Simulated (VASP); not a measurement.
Crystal: CsI.

```
CELL_PARAMETERS angstrom
4.60808 0.00000 0.00000
0.00000 4.60808 0.00000
0.00000 0.00000 4.60808
ATOMIC_POSITIONS crystal
Cs 0.00000 0.00000 0.00000
I 0.50000 0.50000 0.50000
```

Base run:

| Quantity | Value |
| --- | --- |
| Program | VASP 6.6.1 |
| Functional | PBE |
| Potentials or basis | VASP PAW PBE potentials, release 64 (Cs_sv, I) |
| Cutoff | 500 eV |
| k mesh | 4 × 4 × 4 |
| Occupations | methfessel-paxton, width 0.2 eV |
| Spin | no spin polarisation |

Its results: band gap on the k mesh 3.79 eV, indirect (least direct gap 3.88 eV); pressure 0.4 GPa.

Question: After a change of settings the same cell gave: band gap on the k mesh 4.78 eV, indirect (least direct gap 4.88 eV); pressure 0.2 GPa. Which change was it?
A. occupations from methfessel-paxton, width 0.2 eV to methfessel-paxton, width 0.001 eV
B. functional from PBE to PBE-based screened hybrid; cutoff from 500 eV to 400 eV; occupations from methfessel-paxton, width 0.2 eV to gaussian, width 0.01 eV
C. k mesh from 4 × 4 × 4 to 2 × 2 × 2; occupations from methfessel-paxton, width 0.2 eV to gaussian, width 0.01 eV
D. functional from PBE to HSE06; cutoff from 500 eV to 400 eV; occupations from methfessel-paxton, width 0.2 eV to gaussian, width 0.01 eV

Answer: D.

Caveats: spin-orbit coupling is left out, which moves the levels of the heavy elements; the PAW data sets were made with another functional, which shifts forces and pressure a little (some runs).
